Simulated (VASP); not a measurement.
# Mg (P6_3/mmc) in VASP: notebook, part 2 of 2

VASP 6.6.1.

### Step 3. Relaxation of cell and atoms, PBEsol

Contents of INCAR:

```
SYSTEM = Mg
PREC = Accurate
ENCUT = 600
EDIFF = 1E-7
ISMEAR = 0
SIGMA = 0.1
LREAL = .FALSE.
LASPH = .TRUE.
NELM = 100
ALGO = Fast
ISIF = 3
LWAVE = .FALSE.
LCHARG = .FALSE.
GGA = PS
IBRION = 2
NSW = 80
EDIFFG = -0.01
```

Contents of KPOINTS:

```
regular mesh
0
G
  18 18 8
  0 0 0
```

Contents of POSCAR:

```
Mg
1.0
    3.1875764345      0.0000000000      0.0000000000
   -1.5937882173      2.7605221688      0.0000000000
    0.0000000000      0.0000000000      5.1161971804
Mg
2
Direct
    0.3333333333      0.6666666667      0.2500000000
    0.6666666667      0.3333333333      0.7500000000
```

Potentials or basis: VASP PAW PBE potentials, release 64 (Mg).

Run with:

```sh
cat potpaw_PBE.64/Mg/POTCAR > POTCAR
mpirun -np 1 vasp_std > vasp.out
```

OUTCAR:

```text
SYSTEM = Mg
   PREC = Accurate
   ENCUT = 600
   EDIFF = 1E-7
   ISMEAR = 0
   LREAL = .FALSE.
   LASPH = .TRUE.
   NELM = 100
   ISIF = 3
   GGA = PS
   IBRION = 2
   NSW = 80
   EDIFFG = -0.01

 ion  position               nearest neighbor table
   1  0.333  0.667  0.250-   2 3.15   2 3.15   2 3.15   2 3.15   2 3.15   2 3.15
   2  0.667  0.333  0.750-   1 3.15   1 3.15   1 3.15   1 3.15   1 3.15   1 3.15

  LATTYP: Found a hexagonal cell.
 ALAT       =     3.1875764345
 C/A-ratio  =     1.6050429803

  Lattice vectors:

 A1 = (   3.1875764345,   0.0000000000,   0.0000000000)
 A2 = (  -1.5937882173,   2.7605221688,   0.0000000000)
 A3 = (   0.0000000000,   0.0000000000,   5.1161971804)

Analysis of symmetry for initial positions (statically):
=====================================================================
 Subroutine PRICEL returns:
 Original cell was already a primitive cell.

 Routine SETGRP: Setting up the symmetry group for a
 hexagonal supercell.

 Subroutine GETGRP returns: Found 24 space group operations
 (whereof 12 operations were pure point group operations)
 out of a pool of 24 trial point group operations.

The static configuration has the point symmetry D_3d.
 The point group associated with its full space group is D_6h.

Analysis of symmetry for dynamics (positions and initial velocities):
=====================================================================
 Subroutine PRICEL returns:
 Original cell was already a primitive cell.

 Routine SETGRP: Setting up the symmetry group for a
 hexagonal supercell.

 Subroutine GETGRP returns: Found 24 space group operations
 (whereof 12 operations were pure point group operations)
 out of a pool of 24 trial point group operations.

The dynamic configuration has the point symmetry D_3d.
 The point group associated with its full space group is D_6h.

 Subroutine INISYM returns: Found 24 space group operations
 (whereof 12 operations are pure point group operations),
 and found     1 'primitive' translations

----------------------------------------------------------------------------------------

                                     Primitive cell

  volume of cell :      45.0193

  direct lattice vectors                    reciprocal lattice vectors
     3.187576434  0.000000000  0.000000000     0.313717967  0.181125153  0.000000000
    -1.593788217  2.760522169  0.000000000     0.000000000  0.362250306  0.000000000
     0.000000000  0.000000000  5.116197180     0.000000000  0.000000000  0.195457674

  length of vectors
     3.187576434  3.187576435  5.116197180     0.362250306  0.362250306  0.195457674

  position of ions in fractional coordinates (direct lattice)
     0.333333333  0.666666667  0.250000000
     0.666666667  0.333333333  0.750000000
[... 101 lines left out ...]
   LORBIT       =      0    0 simple, 1 ext, 2 COOP (PROOUT), +10 PAW based schemes
   GGA     = PS    functional components
   LHFCALC =     F    Hartree Fock is set to
   AEXX    =    0.0000 exact exchange contribution
   IVDW    =     0    specifies the selected vdW correction
   LEPSILON=     F    determine dielectric tensor
   LRPA    =     F    only Hartree local field effects (RPA)
 conjugate gradient relaxation of ions
 non-spin polarized calculation
 RMM-DIIS sequential band-by-band and
 Gauss-broadening in eV      SIGMA  =   0.10
  energy-cutoff  :      600.00
  volume of cell :       45.02
 maximum number of plane-waves:      1526
 NGX is ok and might be reduce to    28
   NGX = 13   NGY = 13   NGZ = 21

--------------------------------------- Ionic step        1  -------------------------------------------

 number of electron       4.0000000 magnetization

 Free energy of the ion-electron system (eV)
  ---------------------------------------------------
  ext. energy  EPLUGINS =         0.00000000
  ---------------------------------------------------
  free energy    TOTEN  =        -3.45094387 eV

  energy without entropy =       -3.44647584  energy(sigma->0) =       -3.44870986

------------------------ aborting loop because EDIFF is reached ----------------------------------------

  FORCE on cell =-STRESS in cart. coord.  units (eV):
  Direction    XX          YY          ZZ          XY          YZ          ZX
  --------------------------------------------------------------------------------------
  -------------------------------------------------------------------------------------
  Total       -0.0145987     -0.0145987     -0.0261288      0.0000000     -0.0000000      0.0000000
  in kB       -0.5195488     -0.5195488     -0.9298887      0.0000000     -0.0000000      0.0000000
  external PRESSURE =      -0.6563288 kB  Pullay stress =       0.0000000 kB

 VOLUME and BASIS-vectors are now :
 -----------------------------------------------------------------------------
  energy-cutoff  :      600.00
  volume of cell :       45.02
      direct lattice vectors                 reciprocal lattice vectors
     3.187576434  0.000000000  0.000000000     0.313717967  0.181125153  0.000000000
    -1.593788217  2.760522169  0.000000000     0.000000000  0.362250306  0.000000000
     0.000000000  0.000000000  5.116197180     0.000000000  0.000000000  0.195457674

 POSITION                                       TOTAL-FORCE (eV/Angst)
 -----------------------------------------------------------------------------------
     -0.00000      1.84035      1.27905        -0.000000      0.000000      0.000000
      1.59379      0.92017      3.83715         0.000000      0.000000      0.000000
 -----------------------------------------------------------------------------------
    total drift:                                0.000000     -0.000000      0.000000

  FREE ENERGIE OF THE ION-ELECTRON SYSTEM (eV)
  ---------------------------------------------------
  free  energy   TOTEN  =        -3.4509438723 eV

  energy  without entropy=       -3.4464758418  energy(sigma->0) =       -3.44870986

--------------------------------------- Ionic step        2  -------------------------------------------

 number of electron       4.0000000 magnetization

 Free energy of the ion-electron system (eV)
  ---------------------------------------------------
  ext. energy  EPLUGINS =         0.00000000
  ---------------------------------------------------
  free energy    TOTEN  =        -3.45096103 eV

  energy without entropy =       -3.44651044  energy(sigma->0) =       -3.44873573

 E-fermi :   2.7107     XC(G=0):  -8.5996

 val. band max:        2.6945410944   @ k =   0.3889   0.0000   0.0000
 cond. band min:       2.7133033799   @ k =   0.3889   0.1111   0.3750
 fundamental gap:      0.0187622855
 Fermi energy:         2.7107096596

 k-point     1 :       0.0000    0.0000    0.0000
  band No.  band energies     occupation
      1      -4.3183      2.00000
      2       1.0440      2.00000
      3       1.5744      2.00000
      4      13.6241      0.00000
      5      13.6250      0.00000
      6      13.7563      0.00000
[... 199 lines left out ...]
 k-point    24 :       0.3889    0.1111    0.0000
  band No.  band energies     occupation
      1      -0.3099      2.00000
      2       1.7516      2.00000
      3       4.7777      0.00000
      4       5.4406      0.00000
      5       6.7132      0.00000
      6       6.8293      0.00000

 [... further k-points ...]
[... 5 lines left out ...]
  --------------------------------------------------------------------------------------
  -------------------------------------------------------------------------------------
  Total       -0.0021772     -0.0021772     -0.0094869      0.0000000      0.0000000      0.0000000
  in kB       -0.0775878     -0.0775878     -0.3380752      0.0000000      0.0000000      0.0000000
  external PRESSURE =      -0.1644169 kB  Pullay stress =       0.0000000 kB

 VOLUME and BASIS-vectors are now :
 -----------------------------------------------------------------------------
  energy-cutoff  :      600.00
  volume of cell :       44.96
      direct lattice vectors                 reciprocal lattice vectors
     3.186453959  0.000000000  0.000000000     0.313828479  0.181188957  0.000000000
    -1.593226980  2.759550077 -0.000000000    -0.000000000  0.362377914  0.000000000
     0.000000000 -0.000000000  5.112972639    -0.000000000  0.000000000  0.195580941

 POSITION                                       TOTAL-FORCE (eV/Angst)
 -----------------------------------------------------------------------------------
     -0.00000      1.83970      1.27824         0.000000      0.000000      0.000000
      1.59323      0.91985      3.83473        -0.000000     -0.000000      0.000000
 -----------------------------------------------------------------------------------
    total drift:                                0.000000     -0.000000      0.000000

  FREE ENERGIE OF THE ION-ELECTRON SYSTEM (eV)
  ---------------------------------------------------
  free  energy   TOTEN  =        -3.4509610283 eV

  energy  without entropy=       -3.4465104355  energy(sigma->0) =       -3.44873573

 reached required accuracy - stopping structural energy minimisation
```

Run time: 30 s. Hardware: 1 thread of AMD EPYC 9R45 (Zen 5), shared host; peak memory 0.2 GiB.

What came out:

```yaml
Free_energy: -3.4510 eV
Relaxed_volume: 22.48 Å³/atom
Relaxed_cell: a = 3.186 Å, b = 3.186 Å, c = 5.113 Å, α = 90.00°, β = 90.00°, γ = 120.00°
Space_group_after_relaxing_to_0.05_Å: P6_3/mmc (No. 194)
Energy_gained_by_relaxing: 0.0 meV/atom
Ionic_steps: 2
Pressure_after_relaxing: 0.0 GPa
Band_gap_on_the_k_mesh: zero (band 2 reaches 3.72 eV, above the bottom of band 3 at 1.57 eV)
```

Final structure:
```
Mg
1.0
     3.18645    0.00000    0.00000
    -1.59323    2.75955    0.00000
     0.00000    0.00000    5.11297
Mg
2
Direct
  0.33333 0.66667 0.25000
  0.66667 0.33333 0.75000
```

Caveat: the PAW data sets were made with another functional, which shifts forces and pressure a little.
